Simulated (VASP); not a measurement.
Set up this calculation in VASP 6.6.1, as the native input.

```
Task                   : relaxation of cell and atoms
Functional             : PBE
Dispersion             : D3(BJ)
Potentials or basis    : VASP PAW PBE potentials, release 64 (Se, Ti_sv)
Cutoff                 : 600 eV
k mesh                 : 12 × 12 × 1
Occupations            : gaussian, width 0.03 eV
Spin                   : no spin polarisation
Further INCAR settings : ALGO = Normal; EDIFF = 1e-06; IBRION = 2; EDIFFG = -0.01; NSW = 90; ISIF = 3
```

The structure of TiSe2 lies in POSCAR:

```
TiSe2
1.0
    3.5360000000      0.0000000000      0.0000000000
   -1.7680000000      3.0622658300      0.0000000000
    0.0000000000      0.0000000000     33.0724416000
Se Ti
6 3
Direct
    0.6666666700      0.3333333300      0.2721298900
    0.3333333300      0.6666666700      0.3647883600
    0.6666666700      0.3333333300      0.4536707700
    0.3333333300      0.6666666700      0.5463292300
    0.6666666700      0.3333333300      0.6352116400
    0.3333333300      0.6666666700      0.7278701100
    0.0000000000      0.0000000000      0.3184591200
    0.0000000000      0.0000000000      0.5000000000
    0.0000000000      0.0000000000      0.6815408800
```

One way to write it, as run:

INCAR

```
SYSTEM = TiSe2
ALGO = Normal
EDIFF = 1E-6
EDIFFG = -0.01
ENCUT = 600
GGA = PE
IBRION = 2
ISIF = 3
ISMEAR = 0
IVDW = 12
KPAR = 4
LASPH = .True.
LATTICE_CONSTRAINTS = .TRUE. .TRUE. .FALSE.
LCHARG = .False.
LREAL = .False.
LWAVE = .False.
NELM = 80
NSW = 90
PREC = Accurate
SIGMA = 0.03
```

KPOINTS

```
k-points
0
Gamma
  12 12 1
  0 0 0
```

Potentials or basis: VASP PAW PBE potentials, release 64 (Se, Ti_sv).

The run is started by

```console
$ cat potpaw_PBE.64/Se/POTCAR potpaw_PBE.64/Ti_sv/POTCAR > POTCAR
$ mpirun -np 4 vasp_std > vasp.out
```

It gave:

| Quantity | Value |
| --- | --- |
| Relaxed cell | a = 3.479 Å, b = 3.479 Å, c = 33.072 Å, α = 90.00°, β = 90.00°, γ = 120.00° |
| Space group after relaxing (to 0.1 Å) | P-3m1 (No. 164) |
| Energy gained by relaxing | 5.7 meV/atom |
| Ionic steps | 26 |
| Largest force after relaxing | 0.009 eV/Å |
| Band gap on the k mesh | zero (bands 36 and 37 overlap by 0.71 eV) |
| Dispersion energy per atom | -0.398 eV |

Wall time 30 min on 4 MPI ranks on Intel(R) Xeon(R) 6975P-C (Granite Rapids) (shared host), peak memory 0.73 GiB a rank.
